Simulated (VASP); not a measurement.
Input of a VASP 6.6.1 run:

File INCAR:

```
PREC     = Accurate       # precision mode
ENCUT    = 520            # plane-wave cutoff, eV
EDIFF    = 1E-6           # SCF threshold, eV
ISMEAR   = -1             # smearing method
SIGMA    = 0.08           # smearing width, eV
LREAL    = F              # projectors in reciprocal space
LASPH    = T              # aspherical terms in the spheres
NELM     = 60             # most SCF steps
ALGO     = Normal         # electronic algorithm
ISIF     = 2              # what is computed and relaxed
LWAVE    = F              # write WAVECAR
LCHARG   = T              # write CHGCAR
GGA      = PE             # functional
LELF     = T              # ELF
LVHAR    = T            
NBANDS   = 13             # bands
```

Contents of KPOINTS:

```
Automatic mesh
0
Gamma
  14 14 14
```

The input POSCAR:

```
AlCo
1.0
    2.4581047942      0.0000000000      0.0000000000
    0.0000000000      2.4581047942      0.0000000000
    0.0000000000      0.0000000000      2.4581047942
Co Al
1 1
Direct
    0.0000000000      0.0000000000      0.0000000000
    0.5000000000      0.5000000000      0.5000000000
```

Potentials or basis: VASP PAW PBE potentials, release 64 (Co, Al).

Run with:

```sh
$ cat potpaw_PBE.64/Co/POTCAR potpaw_PBE.64/Al/POTCAR > POTCAR
$ mpirun -np 1 vasp_std > vasp.out
```

(1) What does it give for the pressure?

(2) Estimate the band gap on the k mesh.

## Answers

(1) 205.4 GPa.

(2) zero (band 6 reaches 20.43 eV, above the bottom of band 7 at 17.56 eV).
